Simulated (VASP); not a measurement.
**Sb: single point with PBE**

Sb:

```
Sb
1.0
     0.00000    2.37124    2.37124
     2.37124    0.00000    2.37124
     2.37124    2.37124    0.00000
Sb
1
Direct
  0.00000 0.00000 0.00000
```

| Item | Value |
| --- | --- |
| Program | VASP 6.6.1 |
| Task | single point |
| Functional | PBE |
| Potentials or basis | VASP PAW PBE potentials, release 64 (Sb) |
| Cutoff | 520 eV |
| k mesh | 7 × 7 × 7 |
| Occupations | fermi-dirac, width 0.05 eV |
| Spin | non-collinear spin, zero start, spin-orbit coupling |
| Starting moments | [[0.0, 0.0, 0.0]] μB |

```
Pressure                                              : 1.5 GPa
Net moment                                            : 0.00 μB per cell
Valence electrons inside the program's atomic spheres : Sb 2.33
```

Moments on the atoms (μB; x, y, z):
```
Sb  0.00 0.00 0.00
```

It took 32 s on 1 thread of AMD EPYC 7R13, on a shared host, peak memory 0.21 GiB.
